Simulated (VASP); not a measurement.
Bi2H, 3 atoms in the cell. The cell holds a slab with vacuum, 3 atoms: a = 4.279 Å, b = 4.279 Å, c = 17.247 Å, α = 90.00°, β = 90.00°, γ = 120.00°. 

* Program: VASP 6.6.1
* Task: single point
* Functional: PBE
* Dispersion: D3(BJ)
* Potentials or basis: VASP PAW PBE potentials, release 64 (Bi_d, H)
* Cutoff: 520 eV
* k mesh: 6 × 6 × 1
* Occupations: gaussian, width 0.05 eV
* Spin: collinear spin
* Starting moments: [0.0, 0.0, 1.0] μB
* Dipole correction: yes
* Further INCAR settings: ALGO = Normal; EDIFF = 1e-07; NBANDS = 26

Potentials or basis: VASP PAW PBE potentials, release 64 (Bi_d, H).

Launch:

```console
$ cat potpaw_PBE.64/Bi_d/POTCAR potpaw_PBE.64/H/POTCAR > POTCAR
$ mpirun -np 1 vasp_std > vasp.out
```

Hardware: 1 thread of Intel(R) Xeon(R) 6975P-C (Granite Rapids) (shared host).

Task: Estimate the wall time of this run.

Result: Wall time 100 s on 1 thread of Intel(R) Xeon(R) 6975P-C (Granite Rapids), on a shared host, peak memory 0.46 GiB. Counts: scf iterations 28, k points 7.
